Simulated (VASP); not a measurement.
# Re (P6_3/mmc) in VASP: a series of runs

Re is run at these levels: PBE; tasks: single point.

All numbers are computed with VASP 6.6.1; they aren't measurements. Logs are shortened: lines on timing, memory, paths and dates and some standing lists are left out, and cuts for length are marked.

### 1 The cell of the first run

The structure is hexagonal, space group P6_3/mmc (No. 194). Conventional cell: a = 2.723 Å, b = 2.723 Å, c = 4.398 Å, α = 90.00°, β = 90.00°, γ = 120.00°. Re (site symmetry -6m2) has 12 Re at 2.70 to 2.72 Å within 3.6 Å.

### 2 Single point, PBE

File INCAR:

```
ALGO     = Normal         # electronic algorithm
EDIFF    = 1E-6           # SCF threshold, eV
ENCUT    = 600            # plane-wave cutoff, eV
GGA      = PE             # functional
GGA_COMPAT= F            
ISIF     = 2              # what is computed and relaxed
ISMEAR   = 1              # smearing method
LASPH    = T              # aspherical terms in the spheres
LCHARG   = T              # write CHGCAR
LELF     = T              # ELF
LREAL    = F              # projectors in reciprocal space
LVHAR    = T            
LWAVE    = F              # write WAVECAR
NBANDS   = 14             # bands
NELM     = 120            # most SCF steps
PREC     = Accurate       # precision mode
SIGMA    = 0.1            # smearing width, eV
```

File KPOINTS:

```
k-points
0
Gamma
  10 10 5
```

File POSCAR:

```
Re
1.0
    2.7234873179      0.0000000000      0.0000000000
   -1.3617436590      2.3586063091      0.0000000000
    0.0000000000      0.0000000000      4.3979466679
Re
2
Direct
    0.3333333333      0.6666666667      0.2500000000
    0.6666666667      0.3333333333      0.7500000000
```

Potentials or basis: VASP PAW PBE potentials, release 64 (Re).

Run with:

```bash
$ cat potpaw_PBE.64/Re/POTCAR > POTCAR
$ mpirun -np 1 vasp_std > vasp.out
```

OUTCAR:

```text
EDIFF = 1E-6
   ENCUT = 600
   GGA = PE
   ISIF = 2
   ISMEAR = 1
   LASPH = T
   LREAL = F
   NELM = 120
   PREC = Accurate

 ion  position               nearest neighbor table
   1  0.333  0.667  0.250-   2 2.70   2 2.70   2 2.70   2 2.70   2 2.70   2 2.70
   2  0.667  0.333  0.750-   1 2.70   1 2.70   1 2.70   1 2.70   1 2.70   1 2.70

  LATTYP: Found a hexagonal cell.
 ALAT       =     2.7234873179
 C/A-ratio  =     1.6148217908

  Lattice vectors:

 A1 = (   2.7234873179,   0.0000000000,   0.0000000000)
 A2 = (  -1.3617436590,   2.3586063091,   0.0000000000)
 A3 = (   0.0000000000,   0.0000000000,   4.3979466679)

Analysis of symmetry for initial positions (statically):
=====================================================================
 Subroutine PRICEL returns:
 Original cell was already a primitive cell.

 Routine SETGRP: Setting up the symmetry group for a
 hexagonal supercell.

 Subroutine GETGRP returns: Found 24 space group operations
 (whereof 12 operations were pure point group operations)
 out of a pool of 24 trial point group operations.

The static configuration has the point symmetry D_3d.
 The point group associated with its full space group is D_6h.

Analysis of symmetry for dynamics (positions and initial velocities):
=====================================================================
 Subroutine PRICEL returns:
 Original cell was already a primitive cell.

 Routine SETGRP: Setting up the symmetry group for a
 hexagonal supercell.

 Subroutine GETGRP returns: Found 24 space group operations
 (whereof 12 operations were pure point group operations)
 out of a pool of 24 trial point group operations.

The dynamic configuration has the point symmetry D_3d.
 The point group associated with its full space group is D_6h.

 Subroutine INISYM returns: Found 24 space group operations
 (whereof 12 operations are pure point group operations),
 and found     1 'primitive' translations

----------------------------------------------------------------------------------------

                                     Primitive cell

  volume of cell :      28.2508

  direct lattice vectors                    reciprocal lattice vectors
     2.723487318  0.000000000  0.000000000     0.367176301  0.211989597  0.000000000
    -1.361743659  2.358606309  0.000000000     0.000000000  0.423979193  0.000000000
     0.000000000  0.000000000  4.397946668     0.000000000  0.000000000  0.227378837

  length of vectors
     2.723487318  2.723484811  4.397946668     0.423978803  0.423979193  0.227378837

  position of ions in fractional coordinates (direct lattice)
     0.333333333  0.666666667  0.250000000
     0.666666667  0.333333333  0.750000000

  ion indices of the primitive-cell ions
   primitive index   ion index
                 1           1
                 2           2

----------------------------------------------------------------------------------------

 KPOINTS: k-points

Automatic generation of k-mesh.
 Grid dimensions read from file:
 generate k-points for:   10   10    5

 Generating k-lattice:

  Cartesian coordinates                     Fractional coordinates (reciprocal lattice)
     0.036717630  0.021198960  0.000000000     0.100000000  0.000000000  0.000000000
     0.000000000  0.042397919  0.000000000     0.000000000  0.100000000  0.000000000
     0.000000000  0.000000000  0.045475767     0.000000000  0.000000000  0.200000000

  Length of vectors
     0.042397880  0.042397919  0.045475767

  Shift w.r.t. Gamma in fractional coordinates (k-lattice)
     0.000000000  0.000000000  0.000000000

 Subroutine IBZKPT returns following result:
 ===========================================

 Found     42 irreducible k-points:

 Following reciprocal coordinates:
            Coordinates               Weight
  0.000000  0.000000  0.000000      1.000000
  0.100000  0.000000  0.000000      6.000000
  0.200000  0.000000  0.000000      6.000000
  0.300000  0.000000  0.000000      6.000000
  0.400000  0.000000  0.000000      6.000000
  0.500000  0.000000  0.000000      3.000000
[... 16 lines left out ...]
  0.300000  0.100000  0.200000     24.000000
  0.400000  0.100000  0.200000     24.000000
 [... further k-points ...]
   k-points           NKPTS =     42   k-points in BZ     NKDIM =     42   number of bands    NBANDS=     14
   number of dos      NEDOS =    301   number of ions     NIONS =      2
   total plane-waves  NPLWV =  20736
   dimension x,y,z NGX =    24 NGY =   24 NGZ =   36
   dimension x,y,z NGXF=    48 NGYF=   48 NGZF=   72
   ions per type =               2
   NGX,Y,Z   is equivalent  to a cutoff of  14.65, 14.65, 13.61 a.u.
   NGXF,Y,Z  is equivalent  to a cutoff of  29.30, 29.30, 27.22 a.u.
 SYSTEM =  unknown system
   PREC   = accura    normal or accurate (medium, high low for compatibility)
   ISTART =      0    job   : 0-new  1-cont  2-samecut
   ICHARG =      2    charge: 1-file 2-atom 10-const
   ISPIN  =      1    spin polarized calculation?
   LNONCOLLINEAR =      F non collinear calculations
   LSORBIT =      F    spin-orbit coupling
   LASPH  =      T    aspherical Exc in radial PAW
   ENCUT  =  600.0 eV  44.10 Ry    6.64 a.u.   5.44  5.44  8.78*2*pi/ulx,y,z
   NELM   =    120;   NELMIN=  2; NELMDL= -5     # of ELM steps
   EDIFF  = 0.1E-05   stopping-criterion for ELM
   LREAL  =      F    real-space projection
   EDIFFG = 0.1E-04   stopping-criterion for IOM
   NSW    =      0    number of steps for IOM
   IBRION =     -1    ionic relax: 0-MD 1-quasi-New 2-CG
   NFREE  =      0    steps in history (QN), initial steepest desc. (CG)
   ISIF   =      2    stress and relaxation
   ISYM   =      2    0-nonsym 1-usesym 2-fastsym
   POTIM  = 0.5000    time-step for ionic-motion
   TEBEG  =    0.0;   TEEND  =   0.0 temperature during run
   PSTRESS=    0.0 pullay stress
   NELECT =      14.0000    total number of electrons
   NUPDOWN=      -1.0000    fix difference up-down
   EMIN   =  10.00;   EMAX   =-10.00  energy-range for DOS
   EFERMI =   0.00;   METHOD = LEGACY
   ISMEAR =     1;   SIGMA  =   0.10  broadening in eV -4-tet -1-fermi 0-gaus
   EFERMI_NEDOS =   21; number of points for ismear=-14 and -15
   IALGO  =     38    algorithm
   IMIX   =      4    mixing-type and parameters
     AMIX     =   0.40;   BMIX     =  1.00
     AMIX_MAG =   1.60;   BMIX_MAG =  1.00
  volume/ion in A,a.u.               =      14.13        95.32
  Fermi-wavevector in a.u.,A,eV,Ry     =   1.295509  2.448158 22.835266  1.678345
  Thomas-Fermi vector in A             =   2.427025
   LORBIT       =      0    0 simple, 1 ext, 2 COOP (PROOUT), +10 PAW based schemes
   GGA     = PE    functional components
   LHFCALC =     F    Hartree Fock is set to
   AEXX    =    0.0000 exact exchange contribution
   IVDW    =     0    specifies the selected vdW correction
   LEPSILON=     F    determine dielectric tensor
   LRPA    =     F    only Hartree local field effects (RPA)
 non-spin polarized calculation
 Methfessel and Paxton  Order N= 1 SIGMA  =   0.10
  energy-cutoff  :      600.00
  volume of cell :       28.25
 maximum number of plane-waves:       965
 NGX is ok and might be reduce to    24
   NGX = 11   NGY = 11   NGZ = 17

 number of electron      14.0000001 magnetization

 Free energy of the ion-electron system (eV)
  ---------------------------------------------------
  ext. energy  EPLUGINS =         0.00000000
  ---------------------------------------------------
  free energy    TOTEN  =       -24.74901969 eV

  energy without entropy =      -24.74951463  energy(sigma->0) =      -24.74918467

 E-fermi :   8.3723     XC(G=0): -13.9551

 val. band max:        8.3456935071   @ k =   0.2000   0.0000   0.0000
 cond. band min:       8.3979365385   @ k =   0.4000   0.1000   0.4000
 fundamental gap:      0.0522430314
 Fermi energy:         8.3722587759

 k-point     1 :       0.0000    0.0000    0.0000
  band No.  band energies     occupation
      1      -1.7504      2.00000
      2       1.4722      2.00000
      3       6.7156      2.00000
      4       6.7156      2.00000
      5       6.7165      2.00000
      6       7.6106      2.00000
      7       7.6106      2.00000
      8       8.5898     -0.00872
      9       8.5898     -0.00872
     10       9.1078     -0.00000
     11      11.9589      0.00000
     12      11.9589      0.00000
     13      18.9751      0.00000
     14      22.5970      0.00000

 k-point     2 :       0.1000    0.0000    0.0000
  band No.  band energies     occupation
      1      -1.3260      2.00000
      2       1.8653      2.00000
      3       5.9654      2.00000
      4       7.1108      2.00000
      5       7.2338      2.00000
      6       7.4311      2.00000
      7       7.5885      2.00000
      8       7.9845      2.00000
      9       8.2694      2.05567
     10       8.5184     -0.05864
     11      12.1765      0.00000
     12      13.5664      0.00000
     13      18.9568      0.00000
     14      23.5391      0.00000

 k-point     3 :       0.2000    0.0000    0.0000
  band No.  band energies     occupation
      1      -0.1868      2.00000
      2       2.7090      2.00000
      3       5.2535      2.00000
      4       5.6949      2.00000
      5       6.6691      2.00000
      6       7.5948      2.00000
      7       8.0042      2.00000
      8       8.2501      2.07091
      9       8.3457      1.43252
     10       9.0514     -0.00000
     11      12.5718      0.00000
     12      16.1367      0.00000
     13      18.6742      0.00000
     14      25.1338      0.00000
[... 324 lines left out ...]
 k-point    23 :       0.3000    0.1000    0.2000
  band No.  band energies     occupation
      1       1.9013      2.00000
      2       3.1068      2.00000
      3       3.7961      2.00000
      4       4.9966      2.00000
      5       6.4342      2.00000
      6       7.1748      2.00000
      7       7.5761      2.00000
      8      10.1072     -0.00000
      9      11.4583      0.00000
     10      11.6600      0.00000
     11      12.9546      0.00000
     12      16.5366      0.00000
     13      19.5531      0.00000
     14      22.9333      0.00000

 k-point    24 :       0.4000    0.1000    0.2000
  band No.  band energies     occupation
      1       1.9212      2.00000
      2       2.6728      2.00000
      3       4.0452      2.00000
      4       4.6969      2.00000
      5       6.2764      2.00000
      6       7.9213      2.00000
      7       8.2648      2.06249
      8      11.4277      0.00000
      9      12.0568      0.00000
     10      12.7982      0.00000
     11      14.2185      0.00000
     12      16.3969      0.00000
     13      18.8743      0.00000
     14      20.8952      0.00000

 [... further k-points ...]

------------------------ aborting loop because EDIFF is reached ----------------------------------------

  FORCE on cell =-STRESS in cart. coord.  units (eV):
  Direction    XX          YY          ZZ          XY          YZ          ZX
  --------------------------------------------------------------------------------------
  -------------------------------------------------------------------------------------
  Total        4.1250042      4.1249941      4.0230415     -0.0000000     -0.0000000      0.0000000
  in kB      233.9398513    233.9392770    228.1572768     -0.0000000     -0.0000000      0.0000000
  external PRESSURE =     232.0121351 kB  Pullay stress =       0.0000000 kB

 VOLUME and BASIS-vectors are now :
 -----------------------------------------------------------------------------
  energy-cutoff  :      600.00
  volume of cell :       28.25
      direct lattice vectors                 reciprocal lattice vectors
     2.723487318  0.000000000  0.000000000     0.367176301  0.211989597  0.000000000
    -1.361743659  2.358606309  0.000000000     0.000000000  0.423979193  0.000000000
     0.000000000  0.000000000  4.397946668     0.000000000  0.000000000  0.227378837

 POSITION                                       TOTAL-FORCE (eV/Angst)
 -----------------------------------------------------------------------------------
     -0.00000      1.57240      1.09949        -0.000000      0.000000      0.000000
      1.36174      0.78620      3.29846         0.000000      0.000000      0.000000
 -----------------------------------------------------------------------------------
    total drift:                               -0.000000      0.000000     -0.000000

  FREE ENERGIE OF THE ION-ELECTRON SYSTEM (eV)
  ---------------------------------------------------
  free  energy   TOTEN  =       -24.7490196940 eV

  energy  without entropy=      -24.7495146309  energy(sigma->0) =      -24.74918467
```

It took 13 s on 1 thread of Intel Xeon Platinum 8488C (Sapphire Rapids), shared host; peak memory 0.16 GiB.

Results:

```
Free energy            : -24.7490 eV
Pressure               : 23.2 GPa
Band gap on the k mesh : zero (bands 7 and 8 overlap by 3.00 eV)
```

Caveat: the cell stands under pressure; spin-orbit coupling is left out, which moves the levels of the heavy elements.

### 3 Single point, PBE

This run uses another cell than the first one, of 14.71 Å³/atom.

File INCAR:

```
  ALGO = Normal
  EDIFF = 1E-6
  ENCUT = 600
  GGA = PE
  GGA_COMPAT = False
  ISIF = 2
  ISMEAR = 1
  LASPH = True
  LCHARG = False
  LREAL = False
  LWAVE = False
  NBANDS = 14
  NELM = 120
  PREC = Accurate
  SIGMA = 0.1
```

KPOINTS is that of step 2.

File POSCAR:

```
Re
1.0
    2.7608000000      0.0000000000      0.0000000000
   -1.3804000000      2.3909200000      0.0000000000
    0.0000000000      0.0000000000      4.4582000000
Re
2
Direct
    0.3333333333      0.6666666667      0.2500000000
    0.6666666667      0.3333333333      0.7500000000
```

Potentials or basis: VASP PAW PBE potentials, release 64 (Re).

Run with:

```bash
$ cat potpaw_PBE.64/Re/POTCAR > POTCAR
$ mpirun -np 1 vasp_std > vasp.out
```

OUTCAR:

```text
EDIFF = 1E-6
   ENCUT = 600
   GGA = PE
   ISIF = 2
   ISMEAR = 1
   LASPH = True
   LREAL = False
   NELM = 120
   PREC = Accurate

 ion  position               nearest neighbor table
   1  0.333  0.667  0.250-   2 2.74   2 2.74   2 2.74   2 2.74   2 2.74   2 2.74
   2  0.667  0.333  0.750-   1 2.74   1 2.74   1 2.74   1 2.74   1 2.74   1 2.74

  LATTYP: Found a hexagonal cell.
 ALAT       =     2.7608000000
 C/A-ratio  =     1.6148217908

  Lattice vectors:

[... 597 lines left out ...]

------------------------ aborting loop because EDIFF is reached ----------------------------------------

  FORCE on cell =-STRESS in cart. coord.  units (eV):
  Direction    XX          YY          ZZ          XY          YZ          ZX
  --------------------------------------------------------------------------------------
  -------------------------------------------------------------------------------------
  Total        1.0616858      1.0616832      0.8691018      0.0000000     -0.0000000      0.0000000
  in kB       57.8025590     57.8024171     47.3174912      0.0000000     -0.0000000      0.0000000
  external PRESSURE =      54.3074891 kB  Pullay stress =       0.0000000 kB

 VOLUME and BASIS-vectors are now :
 -----------------------------------------------------------------------------
  energy-cutoff  :      600.00
  volume of cell :       29.43
      direct lattice vectors                 reciprocal lattice vectors
     2.760800000  0.000000000  0.000000000     0.362213851  0.209124521  0.000000000
    -1.380400000  2.390920000  0.000000000     0.000000000  0.418249042  0.000000000
     0.000000000  0.000000000  4.458200000     0.000000000  0.000000000  0.224305774

 POSITION                                       TOTAL-FORCE (eV/Angst)
 -----------------------------------------------------------------------------------
     -0.00000      1.59395      1.11455        -0.000000     -0.000000      0.000000
      1.38040      0.79697      3.34365         0.000000      0.000000      0.000000
 -----------------------------------------------------------------------------------
    total drift:                                0.000000     -0.000000     -0.000000

  FREE ENERGIE OF THE ION-ELECTRON SYSTEM (eV)
  ---------------------------------------------------
  free  energy   TOTEN  =       -24.8519528665 eV

  energy  without entropy=      -24.8521723897  energy(sigma->0) =      -24.85202604
```

It took 14 s on 1 thread of Intel Xeon Platinum 8488C (Sapphire Rapids), shared host; peak memory 0.16 GiB.

What came out:

```
Free energy            : -24.8520 eV
Pressure               : 5.4 GPa
Band gap on the k mesh : zero (bands 7 and 8 overlap by 2.83 eV)
```

Stress tensor (GPa, compression positive):
```
5.78 0.00 0.00
0.00 5.78 0.00
0.00 0.00 4.73
```

Caveat: the cell stands under pressure; spin-orbit coupling is left out, which moves the levels of the heavy elements.
